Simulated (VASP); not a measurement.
# Al9N8 (a cell with a defect) in VASP: notebook, part 2 of 2

VASP 6.6.1.

### 5 Single point, PBEsol

Input file INCAR:

```
SYSTEM = Al9N8
PREC = Accurate
ENCUT = 520
EDIFF = 1E-6
ISMEAR = -1
SIGMA = 0.05
LREAL = Auto
LASPH = .TRUE.
NELM = 100
ALGO = Normal
ISIF = 2
LWAVE = .FALSE.
LCHARG = .FALSE.
GGA = PS
NELECT = 64.0
NBANDS = 48
```

Input file KPOINTS:

```
regular mesh
0
G
  3 3 3
  0 0 0
```

Input file POSCAR:

```
Al9N8
1.0
    6.2276320000      0.0000000000      0.0000000000
    0.0000000000      5.3932870000      0.0000000000
    0.0000000000      0.0000000000      4.9835290000
Al N
9 8
Direct
    0.2654840000      0.1499720000      0.4980550000
    0.0000110000      0.6698760000      0.5050750000
    0.7302390000      0.1528830000      0.4985050000
    0.4990260000      0.6613680000      0.5045560000
    0.0062320000      0.3210880000      0.9965560000
    0.4967380000      0.3444600000      0.0007430000
    0.2497720000      0.8502730000      0.0008650000
    0.7572130000      0.8451440000      0.0034880000
    0.4727590000      0.1427060000      0.6974880000
    0.0105810000      0.3260580000      0.3927150000
    0.4958960000      0.3080480000      0.3750420000
    0.2557840000      0.8268210000      0.3717570000
    0.7590350000      0.8456430000      0.3880340000
    0.2450370000      0.1688770000      0.8581100000
    0.9966980000      0.6621500000      0.8945910000
    0.7451270000      0.1728360000      0.8972880000
    0.5072750000      0.6563860000      0.8983340000
```

Potentials or basis: VASP PAW PBE potentials, release 64 (Al, N).

Command:

```sh
> cat potpaw_PBE.64/Al/POTCAR potpaw_PBE.64/N/POTCAR > POTCAR
> mpirun -np 1 vasp_std > vasp.out
```

OUTCAR:

```text
SYSTEM = Al9N8
   PREC = Accurate
   ENCUT = 520
   EDIFF = 1E-6
   ISMEAR = -1
   LREAL = Auto
   LASPH = .TRUE.
   NELM = 100
   ISIF = 2
   GGA = PS
   NELECT = 64.0

 ion  position               nearest neighbor table
   1  0.265  0.150  0.498-   9 1.63  11 1.78  14 1.80  12 1.85  10 1.92   3 2.89   7 2.96   7 2.98
                             4 3.01   6 3.05   2 3.07   6 3.07   5 3.10   5 3.12   4 3.12   2 3.26
   2  0.000  0.670  0.505-  13 1.87  12 1.92  10 1.94  15 1.94   8 3.06   8 3.07   1 3.07   7 3.08
                             5 3.09   3 3.10   4 3.11   7 3.11   4 3.12   5 3.16   1 3.26   3 3.26
   3  0.730  0.153  0.499-  13 1.76  11 1.79   9 1.89  16 1.99  10 2.05   1 2.89   8 2.98   4 3.02
                             8 3.02   6 3.06   6 3.07   4 3.10   2 3.10   5 3.15   5 3.17   2 3.26
   4  0.499  0.661  0.505-  12 1.88  17 1.96  13 1.99  11 2.01   9 2.77   9 2.96   6 3.01   1 3.01
                             3 3.02   6 3.04   7 3.09   3 3.10   2 3.11   1 3.12   2 3.12   7 3.12
   5  0.006  0.321  0.997-  14 1.83  16 1.88  15 1.91  10 1.97   7 2.96   8 3.00   6 3.06   2 3.09
                             1 3.10   1 3.12   3 3.15   2 3.16   3 3.17   6 3.18   8 3.22   7 3.23
   6  0.497  0.344  0.001-  17 1.76   9 1.87  16 1.87  11 1.88  14 1.96   4 3.01   4 3.04   1 3.05
                             3 3.06   5 3.06   3 3.07   1 3.07   7 3.08   7 3.13   8 3.14   8 3.15
   7  0.250  0.850  0.001-  12 1.85  14 1.86  15 1.95  17 1.98   9 2.59   5 2.96   1 2.96   1 2.98
                             8 3.07   6 3.08   2 3.08   4 3.09   2 3.11   4 3.12   6 3.13   8 3.16
   8  0.757  0.845  0.003-  16 1.85  15 1.87  13 1.92  17 1.93   9 2.84   3 2.98   5 3.00   3 3.02
                             2 3.06   7 3.07   2 3.07   4 3.12   4 3.13   6 3.14   6 3.15   7 3.16
   9  0.473  0.143  0.697-   1 1.63  14 1.63  11 1.84   6 1.87   3 1.89  16 1.97   7 2.59   4 2.77
                             8 2.84   4 2.96
  10  0.011  0.326  0.393-   1 1.92   2 1.94   5 1.97   3 2.05
  11  0.496  0.308  0.375-   1 1.78   3 1.79   9 1.84   6 1.88   4 2.01
  12  0.256  0.827  0.372-   7 1.85   1 1.85   4 1.88   2 1.92
  13  0.759  0.846  0.388-   3 1.76   2 1.87   8 1.92   4 1.99
  14  0.245  0.169  0.858-   9 1.63   1 1.80   5 1.83   7 1.86   6 1.96
  15  0.997  0.662  0.895-   8 1.87   5 1.91   2 1.94   7 1.95
  16  0.745  0.173  0.897-   8 1.85   6 1.87   5 1.88   9 1.97   3 1.99
  17  0.507  0.656  0.898-   6 1.76   8 1.93   4 1.96   7 1.98

[... 206 lines left out ...]
 NGX is ok and might be reduce to    48
   NGX = 23   NGY = 21   NGZ = 19

 number of electron      64.0000002 magnetization

 Free energy of the ion-electron system (eV)
  ---------------------------------------------------
  ext. energy  EPLUGINS =         0.00000000
  ---------------------------------------------------
  free energy    TOTEN  =      -136.92719472 eV

  energy without entropy =     -136.92719468  energy(sigma->0) =     -136.92719470

 E-fermi :   8.1358     XC(G=0): -11.1668

 val. band max:        7.3180541858   @ k =   0.3333   0.0000   0.0000
 cond. band min:       8.8865480508   @ k =   0.0000   0.0000   0.0000
 fundamental gap:      1.5684938650
 Fermi energy:         8.1358412316

 k-point     1 :       0.0000    0.0000    0.0000
  band No.  band energies     occupation
      1     -10.2912      2.00000
      2      -8.7567      2.00000
      3      -7.8787      2.00000
      4      -6.7024      2.00000
      5      -5.9274      2.00000
      6      -5.5935      2.00000
[... 647 lines left out ...]
     43      14.9042      0.00000
     44      15.1271      0.00000
 [bands above 44 left out]

------------------------ aborting loop because EDIFF is reached ----------------------------------------

  FORCE on cell =-STRESS in cart. coord.  units (eV):
  Direction    XX          YY          ZZ          XY          YZ          ZX
  --------------------------------------------------------------------------------------
  -------------------------------------------------------------------------------------
  Total        9.2617745    -18.0323326      2.0998525     -2.2706591      7.6700904      4.2441427
  in kB       88.6525687   -172.6032734     20.0995303    -21.7344704     73.4171638     40.6244124
  external PRESSURE =     -21.2837248 kB  Pullay stress =       0.0000000 kB

 VOLUME and BASIS-vectors are now :
 -----------------------------------------------------------------------------
  energy-cutoff  :      520.00
  volume of cell :      167.38
      direct lattice vectors                 reciprocal lattice vectors
     6.227632000  0.000000000  0.000000000     0.160574678  0.000000000  0.000000000
     0.000000000  5.393287000  0.000000000     0.000000000  0.185415684  0.000000000
     0.000000000  0.000000000  4.983529000     0.000000000  0.000000000  0.200661018

 POSITION                                       TOTAL-FORCE (eV/Angst)
 -----------------------------------------------------------------------------------
      1.65334      0.80884      2.48207       -23.217318      1.050298    -16.136194
      0.00007      3.61283      2.51706         0.198659     -1.220227      0.207453
      4.54766      0.82454      2.48431        15.142628      2.156701     -6.209396
      3.10775      3.56695      2.51447         0.992577      0.229664     -0.626997
      0.03881      1.73172      4.96637        -1.279743      3.360745      1.891184
      3.09350      1.85777      0.00370         1.025348      6.870554     11.040873
[... 9 lines left out ...]
      4.64038      0.93215      4.47166        -3.763890     -0.161016     -2.684557
      3.15912      3.54008      4.47687        -0.798640      2.626091     -1.693022
 -----------------------------------------------------------------------------------
    total drift:                               -0.000251      0.009781      0.005162

  FREE ENERGIE OF THE ION-ELECTRON SYSTEM (eV)
  ---------------------------------------------------
  free  energy   TOTEN  =      -136.9271947249 eV

  energy  without entropy=     -136.9271946788  energy(sigma->0) =     -136.92719470
```

stdout:

```text
POSCAR found type information on POSCAR AlN
 POSCAR found :  2 types and      17 ions
 scaLAPACK will be used
 -----------------------------------------------------------------------------
|                                                                             |
|                                                                             |
[... 18 lines left out ...]
|                                                                             |
 -----------------------------------------------------------------------------

 POSCAR, INCAR and KPOINTS ok, starting setup
 FFT: planning ... GRIDC
 FFT: planning ... GRID_SOFT
 FFT: planning ... GRID
 WAVECAR not read
 entering main loop
 the old and the new charge density differ
 old charge density:    67.00000 new   64.00000
    0.223E+01
```

Wall time 2.4 min (1 thread of Intel Xeon Platinum 8488C (Sapphire Rapids), shared host); peak memory 0.28 GiB.

Results:

```
Free energy   : -136.9272 eV
Largest force : 28.294 eV/Å
```

Forces on the atoms (eV/Å):
```
Al  -23.217   1.050 -16.136
Al    0.199  -1.220   0.207
Al   15.143   2.157  -6.209
Al    0.993   0.230  -0.627
Al   -1.280   3.361   1.891
Al    1.025   6.871  11.041
Al   -1.319  -4.487   0.736
Al    0.524  -3.023   1.093
Al   13.077  -8.128   6.874
N    -0.635  -0.585  -0.521
N    -0.088   1.203   2.129
N     1.054   0.660   1.751
N    -2.050  -2.020   0.061
N     0.066   0.572   2.545
N     1.072   0.896  -0.458
N    -3.764  -0.161  -2.685
N    -0.799   2.626  -1.693
```

Levels at points of the mesh, in eV from the Fermi level:
| k point | band 30 | band 31 | band 32 | band 33 | band 34 | band 35 |
| --- | --- | --- | --- | --- | --- | --- |
| (0.00, 0.00, 0.00) | -1.09 | -0.95 | -0.88 | 0.75 | 1.95 | 3.63 |

Caveat: the k points lie up to 0.42 Å⁻¹ apart; the cell carries a net charge on a neutralising background, which shifts energy and pressure; the cell is charged against a uniform background, so pressure and absolute levels hang on convention; the PAW data sets were made with another functional, which shifts forces and pressure a little.
